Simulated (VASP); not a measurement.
# Al (Im-3m) in VASP: further runs

The runs below take Al through single point, relaxation of cell and atoms, with r2SCAN.

Program: VASP 6.6.1. These are calculated values, not measurements. Logs are shortened: lines on timing, memory, paths and dates and some standing lists are left out, and cuts for length are marked.

## Step 1: The cell of the first run

The structure is cubic, space group Im-3m (No. 229). The conventional cell has a = 3.189 Å, b = 3.189 Å, c = 3.189 Å, α = 90.00°, β = 90.00°, γ = 90.00°. Al (site symmetry m-3m) has 14 Al at 2.76 to 3.19 Å within 3.6 Å.

## Step 2: Single point, r2SCAN

POSCAR reads:

```
Al
1.0
    0.0000000000     -3.1887371512      3.1887371512
    3.1887371512     -3.1887371512      0.0000000000
    3.1887371512      0.0000000000      3.1887371512
Al
4
Direct
    0.0000000000      0.0000000000      0.0000000000
    0.2500000000      0.2500000000      0.2500000000
    0.5000000000      0.5000000000      0.5000000000
    0.7500000000      0.7500000000      0.7500000000
```

INCAR.step1 reads:

```
SYSTEM = Al
ALGO = Normal
EDIFF = 1E-4
ENCUT = 520
GGA = PE
ISMEAR = 0
LASPH = .TRUE.
LCHARG = .FALSE.
LREAL = .FALSE.
LWAVE = .TRUE.
NBANDS = 14
NELM = 80
PREC = Accurate
SIGMA = 0.15
```

INCAR.step2 reads:

```
SYSTEM = Al
ALGO = Normal
EDIFF = 1E-7
ENCUT = 520
ISIF = 2
ISMEAR = 0
ISTART = 1
LASPH = .TRUE.
LCHARG = .FALSE.
LMIXTAU = .TRUE.
LREAL = .FALSE.
LWAVE = .FALSE.
METAGGA = R2SCAN
NBANDS = 14
NELM = 80
PREC = Accurate
SIGMA = 0.15
```

KPOINTS reads:

```
k-points
0
G
  10 10 10
  0 0 0
```

Potentials or basis: VASP PAW PBE potentials, release 64 (Al).

Launch:

```
> cat potpaw_PBE.64/Al/POTCAR > POTCAR
> cp INCAR.step1 INCAR
> mpirun -np 1 vasp_std > vasp.out
> cp INCAR.step2 INCAR
> mpirun -np 1 vasp_std > vasp.out
```

OUTCAR:

```text
SYSTEM = Al
   EDIFF = 1E-7
   ENCUT = 520
   ISIF = 2
   ISMEAR = 0
   ISTART = 1
   LASPH = .TRUE.
   LREAL = .FALSE.
   METAGGA = R2SCAN
   NELM = 80
   PREC = Accurate

 ion  position               nearest neighbor table
   1  0.000  0.000  0.000-   4 2.76   4 2.76   4 2.76   2 2.76   4 2.76   2 2.76   2 2.76   2 2.76
                             3 3.19   3 3.19   3 3.19   3 3.19   3 3.19   3 3.19
   2  0.250  0.250  0.250-   1 2.76   1 2.76   1 2.76   1 2.76   3 2.76   3 2.76   3 2.76   3 2.76
                             4 3.19   4 3.19   4 3.19   4 3.19   4 3.19   4 3.19
   3  0.500  0.500  0.500-   2 2.76   2 2.76   2 2.76   2 2.76   4 2.76   4 2.76   4 2.76   4 2.76
                             1 3.19   1 3.19   1 3.19   1 3.19   1 3.19   1 3.19
   4  0.750  0.750  0.750-   3 2.76   3 2.76   3 2.76   1 2.76   3 2.76   1 2.76   1 2.76   1 2.76
                             2 3.19   2 3.19   2 3.19   2 3.19   2 3.19   2 3.19

  LATTYP: Found a face centered cubic cell.
 ALAT       =     6.3774743024

  Lattice vectors:

 A1 = (   0.0000000000,  -3.1887371512,   3.1887371512)
 A2 = (   3.1887371512,  -3.1887371512,   0.0000000000)
 A3 = (   3.1887371512,   0.0000000000,   3.1887371512)

Analysis of symmetry for initial positions (statically):
=====================================================================
 Subroutine PRICEL returns following result:

  LATTYP: Found a body centered cubic cell.
 ALAT       =     3.1887371512

  Lattice vectors:

 A1 = (  -1.5943685756,   1.5943685756,  -1.5943685756)
 A2 = (   1.5943685756,  -1.5943685756,  -1.5943685756)
 A3 = (  -1.5943685756,  -1.5943685756,   1.5943685756)

   4 primitive cells build up your supercell.

 Routine SETGRP: Setting up the symmetry group for a
 face centered cubic supercell.

 Subroutine GETGRP returns: Found 48 space group operations
 (whereof 48 operations were pure point group operations)
 out of a pool of 48 trial point group operations.

The static configuration has the point symmetry O_h .

Analysis of symmetry for dynamics (positions and initial velocities):
=====================================================================
 Subroutine PRICEL returns following result:

  LATTYP: Found a body centered cubic cell.
 ALAT       =     3.1887371512

  Lattice vectors:

 A1 = (  -1.5943685756,   1.5943685756,  -1.5943685756)
 A2 = (   1.5943685756,  -1.5943685756,  -1.5943685756)
 A3 = (  -1.5943685756,  -1.5943685756,   1.5943685756)

   4 primitive cells build up your supercell.

 Routine SETGRP: Setting up the symmetry group for a
 face centered cubic supercell.

 Subroutine GETGRP returns: Found 48 space group operations
 (whereof 48 operations were pure point group operations)
 out of a pool of 48 trial point group operations.

The dynamic configuration has the point symmetry O_h .

 Subroutine INISYM returns: Found 48 space group operations
 (whereof 48 operations are pure point group operations),
 and found     4 'primitive' translations

----------------------------------------------------------------------------------------

                                     Primitive cell

  volume of cell :      16.2116

  direct lattice vectors                    reciprocal lattice vectors
    -1.594368576  1.594368576 -1.594368576    -0.313603772  0.000000000 -0.313603772
     1.594368576 -1.594368576 -1.594368576     0.000000000 -0.313603772 -0.313603772
    -1.594368576 -1.594368576  1.594368576    -0.313603772 -0.313603772  0.000000000

  length of vectors
     2.761527379  2.761527379  2.761527379     0.443502708  0.443502708  0.443502708

  position of ions in fractional coordinates (direct lattice)
     0.000000000  0.000000000  0.000000000

  ion indices of the primitive-cell ions
   primitive index   ion index
                 1           1

----------------------------------------------------------------------------------------

 KPOINTS: k-points

Automatic generation of k-mesh.
 Grid dimensions read from file:
 generate k-points for:   10   10   10

 Generating k-lattice:

  Cartesian coordinates                     Fractional coordinates (reciprocal lattice)
    -0.015680189 -0.015680189  0.015680189     0.100000000  0.000000000  0.000000000
     0.015680189 -0.015680189 -0.015680189     0.000000000  0.100000000  0.000000000
     0.015680189  0.015680189  0.015680189     0.000000000  0.000000000  0.100000000

  Length of vectors
     0.027158883  0.027158883  0.027158883

  Shift w.r.t. Gamma in fractional coordinates (k-lattice)
     0.000000000  0.000000000  0.000000000

 Subroutine IBZKPT returns following result:
 ===========================================

 Found     47 irreducible k-points:

 Following reciprocal coordinates:
            Coordinates               Weight
  0.000000  0.000000  0.000000      1.000000
  0.100000  0.000000  0.000000      8.000000
  0.200000  0.000000  0.000000      8.000000
  0.300000  0.000000  0.000000      8.000000
[... 90 lines left out ...]
      9       9.1130      0.00000
     10      10.2543      0.00000
     11      10.2543      0.00000
     12      10.2543      0.00000
     13      11.1565      0.00000
     14      11.1565      0.00000

 k-point     2 :       0.1000    0.0000    0.0000
  band No.  band energies     occupation
      1      -3.6528      2.00000
      2       5.2760      2.00000
      3       6.4247      2.00000
      4       6.4247      2.00000
      5       7.5830      2.00000
      6       7.8682      1.99529
      7       7.8682      1.99529
      8       9.2896      0.00000
      9       9.2896      0.00000
     10       9.6311      0.00000
     11       9.9367      0.00000
     12      10.2118      0.00000
     13      12.3401      0.00000
     14      12.3401      0.00000

 k-point     3 :       0.2000    0.0000    0.0000
  band No.  band energies     occupation
      1      -3.3049      2.00000
      2       3.4627      2.00000
      3       6.0284      2.00000
      4       6.0284      2.00000
      5       7.3518      2.00000
      6       8.1945      0.80250
      7       8.1945      0.80242
      8       8.9153      0.00000
      9       8.9153      0.00000
     10       9.2532      0.00000
     11      10.5966      0.00000
     12      12.4847      0.00000
     13      14.0911      0.00000
     14      14.0911      0.00000

 k-point     4 :       0.3000    0.0000    0.0000
  band No.  band energies     occupation
      1      -2.7269      2.00000
      2       1.8097      2.00000
      3       5.8489      2.00000
      4       5.8489      2.00000
      5       7.2039      2.00000
      6       7.2961      2.00000
      7       7.2961      2.00000
      8       8.5338      0.00056
      9      10.1786      0.00000
     10      10.1786      0.00000
     11      11.7891      0.00000
     12      15.0605      0.00000
     13      16.0802      0.00000
     14      16.0802      0.00000

 k-point     5 :       0.4000    0.0000    0.0000
  band No.  band energies     occupation
      1      -1.9216      2.00000
      2       0.3532      2.00000
      3       5.8861      2.00000
      4       5.8862      2.00000
      5       6.6103      2.00000
      6       6.6103      2.00000
      7       7.2443      2.00000
      8       7.9254      1.97780
      9      11.6564      0.00000
     10      11.6564      0.00000
     11      13.1596      0.00000
[... 276 lines left out ...]
 k-point    22 :      -0.2000    0.2000    0.0000
  band No.  band energies     occupation
      1      -2.5347      2.00000
      2       2.7311      2.00000
      3       2.7311      2.00000
      4       6.0338      2.00000
      5       6.7966      2.00000
      6       8.1952      0.79757
      7       8.1952      0.79757
      8       9.1676      0.00000
      9       9.1676      0.00000
     10      11.3360      0.00000
     11      13.4820      0.00000
     12      14.5468      0.00000
     13      14.5468      0.00000
     14      14.9849      0.00000

 k-point    23 :       0.3000    0.3000    0.0000
  band No.  band energies     occupation
      1      -2.3810      2.00000
      2       3.6244      2.00000
      3       4.0095      2.00000
      4       4.0095      2.00000
      5       4.7796      2.00000
      6       4.7796      2.00000
      7      11.4710      0.00000
      8      11.4710      0.00000
      9      12.5621      0.00000
     10      12.6518      0.00000
     11      12.6518      0.00000
     12      13.7200      0.00000
     13      13.7200      0.00000
     14      14.8899      0.00000

 k-point    24 :       0.4000    0.3000    0.0000
  band No.  band energies     occupation
      1      -1.8067      2.00000
      2       2.6831      2.00000
      3       2.7040      2.00000
      4       3.8297      2.00000
      5       4.5971      2.00000
      6       5.7325      2.00000
      7      10.9948      0.00000
      8      11.4731      0.00000
      9      12.8876      0.00000
     10      13.8939      0.00000
     11      14.1303      0.00000
     12      14.8461      0.00000
     13      15.2233      0.00000
     14      15.5615      0.00000

 [... further k-points ...]
[... 5 lines left out ...]
  --------------------------------------------------------------------------------------
  -------------------------------------------------------------------------------------
  Total       -0.1033284     -0.1033284     -0.1033284      0.0000000     -0.0000000      0.0000000
  in kB       -2.5529597     -2.5529597     -2.5529597      0.0000000     -0.0000000      0.0000000
  external PRESSURE =      -2.5529597 kB  Pullay stress =       0.0000000 kB

 VOLUME and BASIS-vectors are now :
 -----------------------------------------------------------------------------
  energy-cutoff  :      520.00
  volume of cell :       64.85
      direct lattice vectors                 reciprocal lattice vectors
     0.000000000 -3.188737151  3.188737151    -0.156801886 -0.156801886  0.156801886
     3.188737151 -3.188737151  0.000000000     0.156801886 -0.156801886 -0.156801886
     3.188737151  0.000000000  3.188737151     0.156801886  0.156801886  0.156801886

 POSITION                                       TOTAL-FORCE (eV/Angst)
 -----------------------------------------------------------------------------------
      0.00000      0.00000      0.00000         0.000000     -0.000000      0.000000
      1.59437     -1.59437      1.59437         0.000000     -0.000000      0.000000
      3.18874     -3.18874      3.18874        -0.000000      0.000000     -0.000000
      4.78311     -4.78311      4.78311         0.000000      0.000000     -0.000000
 -----------------------------------------------------------------------------------
    total drift:                                0.000000      0.000000     -0.000000

  FREE ENERGIE OF THE ION-ELECTRON SYSTEM (eV)
  ---------------------------------------------------
  free  energy   TOTEN  =       -26.5064273579 eV

  energy  without entropy=      -26.4873796009  energy(sigma->0) =      -26.49690348
```

Wall time 1.7 min (1 thread of AMD EPYC 9R45 (Zen 5), shared host); peak memory 0.18 GiB.

Results:

```yaml
Free_energy: -26.5064 eV
Pressure: -0.3 GPa
Band_gap_on_the_k_mesh: zero (band 6 reaches 9.64 eV, above the bottom of band 7 at 7.04 eV)
```

Caveat: the PAW data sets were made with another functional, which shifts forces and pressure a little.

## Step 3: Relaxation of cell and atoms, r2SCAN

This run uses another cell than the first one: it holds 1 atom, not 4.

POSCAR reads:

```
Al
1.0
   -1.5912186900      1.5912186900      1.5912186900
    1.5912186900     -1.5912186900      1.5912186900
    1.5912186900      1.5912186900     -1.5912186900
Al
1
Direct
    0.0000000000      0.0000000000      0.0000000000
```

INCAR.step1 reads:

```
ALGO = Normal
EDIFF = 1E-4
ENCUT = 600
GGA = PE
ISMEAR = 0
LASPH = True
LCHARG = False
LREAL = False
LWAVE = True
NELM = 80
PREC = Accurate
SIGMA = 0.1
```

INCAR.step2 reads:

```
ALGO = Normal
EDIFF = 1E-7
EDIFFG = -0.005
ENCUT = 600
IBRION = 2
ISIF = 3
ISMEAR = 0
ISTART = 1
LASPH = True
LCHARG = False
LMIXTAU = True
LREAL = False
LWAVE = False
METAGGA = R2SCAN
NELM = 80
NSW = 100
PREC = Accurate
SIGMA = 0.1
```

KPOINTS reads:

```
k-points
0
Gamma
  18 18 18
```

Potentials or basis: VASP PAW PBE potentials, release 64 (Al).

Launch:

```
> cat potpaw_PBE.64/Al/POTCAR > POTCAR
> cp INCAR.step1 INCAR
> mpirun -np 1 vasp_std > vasp.out
> cp INCAR.step2 INCAR
> mpirun -np 1 vasp_std > vasp.out
```

Wall time 62 s (1 thread of AMD EPYC 9R45 (Zen 5), shared host); peak memory 0.12 GiB.

Results (log left out):

```yaml
Free_energy: -6.6261 eV
Relaxed_volume: 16.15 Å³/atom
Relaxed_cell: a = 2.758 Å, b = 2.758 Å, c = 2.758 Å, α = 109.47°, β = 109.47°, γ = 109.47°
Space_group_after_relaxing_to_0.05_Å: Im-3m (No. 229)
Energy_gained_by_relaxing: 0.0 meV/atom
Ionic_steps: 2
Pressure_after_relaxing: 0.0 GPa
```

Final structure:
```
Al
1.0
    -1.59243    1.59243    1.59243
     1.59243   -1.59243    1.59243
     1.59243    1.59243   -1.59243
Al
1
Direct
  0.00000 0.00000 0.00000
```

Levels at points of the mesh, in eV from the Fermi level:
```
           k point  band 1  band 2  band 3  band 4  band 5
(0.00, 0.00, 0.00)  -12.04   14.14   14.14   14.14   16.22
(0.50, 0.00, 0.00)   -4.83   -4.06    8.70    8.96   10.76
(0.50, 0.50, 0.50)    2.01    2.01    2.01    2.90    2.90
```

Caveat: the PAW data sets were made with another functional, which shifts forces and pressure a little.

## Step 4: Single point, r2SCAN

This run uses another cell than the first one: it holds 1 atom, not 4.

POSCAR reads:

```
Al
1.0
   -1.5943685756      1.5943685756      1.5943685756
    1.5943685756     -1.5943685756      1.5943685756
    1.5943685756      1.5943685756     -1.5943685756
Al
1
Direct
    0.0000000000      0.0000000000      0.0000000000
```

INCAR.step1 reads:

```
PREC = Accurate ; ENCUT = 520
ISMEAR = 0 ; SIGMA = 0.15
LREAL = F ; LASPH = T
NELM = 80 ; NBANDS = 8
GGA = PE ; ALGO = Normal
EDIFF = 1E-4 ; LWAVE = T
LCHARG = F
```

INCAR.step2 reads:

```
PREC = Accurate ; ENCUT = 520
EDIFF = 1E-6 ; ISMEAR = 0
SIGMA = 0.15 ; LREAL = F
LASPH = T ; NELM = 80
ALGO = Normal ; ISIF = 2
LWAVE = F ; LCHARG = F
METAGGA = R2SCAN ; LMIXTAU = T
NBANDS = 8 ; ISTART = 1
```

KPOINTS reads:

```
regular mesh
0
Gamma
  26 26 26
```

Launch:

```
> cat potpaw_PBE.64/Al/POTCAR > POTCAR
> cp INCAR.step1 INCAR
> mpirun -np 1 vasp_std > vasp.out
> cp INCAR.step2 INCAR
> mpirun -np 1 vasp_std > vasp.out
```

Run time: 1.8 min. Hardware: 1 thread of Intel Xeon 6975P-C, shared host; peak memory 0.18 GiB.

It converged, with:

```yaml
Free_energy: -6.6271 eV
Pressure: -0.4 GPa
```

Levels at points of the mesh, in eV from the Fermi level:
| k point | band 1 | band 2 | band 3 | band 4 |
| --- | --- | --- | --- | --- |
| (0.00, 0.00, 0.00) | -12.00 | 14.13 | 14.13 | 14.13 |
| (0.50, 0.00, 0.00) | -4.79 | -4.04 | 8.71 | 8.95 |
| (0.50, 0.50, 0.50) | 2.03 | 2.03 | 2.03 | 2.93 |

Caveat: the PAW data sets were made with another functional, which shifts forces and pressure a little.

## Step 5: Single point, r2SCAN

This run uses another cell than the first one: it holds 1 atom, not 4.

POSCAR is that of step 4.

INCAR.step1 reads:

```
PREC = Accurate
ENCUT = 520
ISMEAR = 0
SIGMA = 0.15
LREAL = F
LASPH = T
NELM = 60
NBANDS = 8
GGA = PE
ALGO = Normal
EDIFF = 1E-4
LWAVE = T
LCHARG = F
```

INCAR.step2 reads:

```
PREC = Accurate
ENCUT = 520
EDIFF = 1E-7
ISMEAR = 0
SIGMA = 0.15
LREAL = F
LASPH = T
NELM = 60
ALGO = Normal
ISIF = 2
LWAVE = F
LCHARG = F
METAGGA = R2SCAN
LMIXTAU = T
NBANDS = 8
ISTART = 1
```

KPOINTS reads:

```
regular mesh
0
Gamma
  30 30 30
```

Launch:

```
> cat potpaw_PBE.64/Al/POTCAR > POTCAR
> cp INCAR.step1 INCAR
> mpirun -np 1 vasp_std > vasp.out
> cp INCAR.step2 INCAR
> mpirun -np 1 vasp_std > vasp.out
```

Run time: 2.6 min. Hardware: 1 thread of Intel Xeon 6975P-C, shared host; peak memory 0.21 GiB.

It converged, with:

| Property | Result |
| --- | --- |
| Free energy | -6.6268 eV |
| Pressure | -0.4 GPa |

Levels at points of the mesh, in eV from the Fermi level:
```
           k point  band 1  band 2  band 3  band 4  band 5  band 6
(0.00, 0.00, 0.00)  -11.99   14.14   14.14   14.14   16.19   16.19
(0.50, 0.00, 0.00)   -4.79   -4.03    8.72    8.96   10.76   12.41
(0.50, 0.50, 0.50)    2.03    2.03    2.03    2.93    2.93    6.70
```

Caveat: the PAW data sets were made with another functional, which shifts forces and pressure a little.

## Step 6: Single point, r2SCAN

This run uses another cell than the first one: it holds 8 atoms, not 4.

POSCAR reads:

```
Al
1.0
    3.1887371512      3.1887371512     -3.1887371512
   -3.1887371512     -3.1887371512     -3.1887371512
   -3.1887371512      3.1887371512      3.1887371512
Al
8
Direct
    0.0000000000      0.5000000000      0.0000000000
    0.5000000000      0.5000000000      0.0000000000
    0.0000000000      0.5000000000      0.5000000000
    0.5000000000      0.5000000000      0.5000000000
    0.0000000000      0.0000000000      0.0000000000
    0.5000000000      0.0000000000      0.0000000000
    0.0000000000      0.0000000000      0.5000000000
    0.5000000000      0.0000000000      0.5000000000
```

INCAR.step1 reads:

```
SYSTEM = Al
  PREC = Accurate
  ENCUT = 520
  ISMEAR = 0
  SIGMA = 0.15
  LREAL = .FALSE.
  LASPH = .TRUE.
  NELM = 100
  NBANDS = 22
  GGA = PE
  ALGO = Normal
  EDIFF = 1E-4
  LWAVE = .TRUE.
  LCHARG = .FALSE.
```

INCAR.step2 reads:

```
SYSTEM = Al
  PREC = Accurate
  ENCUT = 520
  EDIFF = 1E-6
  ISMEAR = 0
  SIGMA = 0.15
  LREAL = .FALSE.
  LASPH = .TRUE.
  NELM = 100
  ALGO = Normal
  ISIF = 2
  LWAVE = .FALSE.
  LCHARG = .FALSE.
  METAGGA = R2SCAN
  LMIXTAU = .TRUE.
  NBANDS = 22
  ISTART = 1
```

KPOINTS reads:

```
Automatic mesh
0
G
  14 14 14
  0 0 0
```

Potentials or basis: VASP PAW PBE potentials, release 64 (Al).

Launch:

```
> cat potpaw_PBE.64/Al/POTCAR > POTCAR
> cp INCAR.step1 INCAR
> mpirun -np 1 vasp_std > vasp.out
> cp INCAR.step2 INCAR
> mpirun -np 1 vasp_std > vasp.out
```

Run time: 11 min. Hardware: 1 thread of Intel Xeon 6975P-C, shared host; peak memory 0.41 GiB.

It converged, with:

```
Free energy            : -53.0155 eV
Pressure               : -0.4 GPa
Band gap on the k mesh : zero (band 12 reaches 9.91 eV, above the bottom of band 13 at 4.19 eV)
```

Levels at points of the mesh, in eV from the Fermi level:
```tsv
k point	band 8	band 9	band 10	band 11	band 12	band 13	band 14	band 15	band 16	band 17
(0.00, 0.00, 0.00)	-4.02	-4.02	-4.02	-4.02	-4.02	-4.02	2.04	2.04	2.04	2.94
(0.50, 0.00, 0.00)	-2.98	-2.19	-2.19	0.63	0.63	0.63	0.63	1.60	1.60	1.60
(0.50, 0.50, 0.50)	-1.18	-1.18	-1.18	-1.18	-1.18	0.90	0.90	5.42	5.42	5.42
```

Caveat: the PAW data sets were made with another functional, which shifts forces and pressure a little.

## Step 7: Summary

```csv
task,cell,k mesh,cutoff (eV),smearing,gap on the mesh (eV),pressure (GPa)
single point,"a = 4.510 Å, angles 60.0°, 4 atoms",10 × 10 × 10,520,gaussian 0.15 eV,none,-0.3
relaxation of cell and atoms,"relaxed from a = 2.756 Å, angles 109.5°, 1 atom",18 × 18 × 18,600,gaussian 0.1 eV,none,0.0
single point,"a = 2.762 Å, angles 109.5°, 1 atom",26 × 26 × 26,520,gaussian 0.15 eV,none,-0.4
single point,"a = 2.762 Å, angles 109.5°, 1 atom",30 × 30 × 30,520,gaussian 0.15 eV,none,-0.4
single point,"a = 5.523 Å, angles 109.5°, 8 atoms",14 × 14 × 14,520,gaussian 0.15 eV,none,-0.4
```

Alike in all rows: level r2SCAN; potentials or basis VASP PAW PBE potentials, release 64 (Al); no spin polarisation.

Caveats: the PAW data sets were made with another functional, which shifts forces and pressure a little.

Absolute energies hang on the potentials; compare differences alone.
